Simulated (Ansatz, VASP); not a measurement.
# Two plane-wave programs on Pt

```
CELL_PARAMETERS angstrom
-1.55929 1.55929 1.55929
1.55929 -1.55929 1.55929
1.55929 1.55929 -1.55929
ATOMIC_POSITIONS crystal
Pt 0.00000 0.00000 0.00000
```

Alike in both runs: task single point; functional r2SCAN; k mesh 18 × 18 × 18; occupations gaussian, width 0.05 eV; no spin polarisation.

|  | VASP | Ansatz |
| --- | --- | --- |
| version | VASP 6.6.1 | Ansatz 0.2.0 |
| potentials or method | VASP PAW PBE potentials, release 64 (Pt), cutoff 520 eV | scalar-relativistic, plane waves, PAW |
| valence electrons in the cell | 10 | 18 |

VASP gave:

- gap on the k mesh at the Fermi level (eV): none
- pressure (GPa): 6.1

Which values does Ansatz return?

gap on the k mesh at the Fermi level (eV): none; pressure (GPa): 5.3.

VASP's potentials were made for PBE, not for r2SCAN. A gap of «none» marks a metal or a gap that the smearing closes. VASP's potentials hold 10 valence electrons a cell and Ansatz's 18, so a difference there can come from the potentials and not from the codes.

Neither program's run includes spin-orbit coupling.
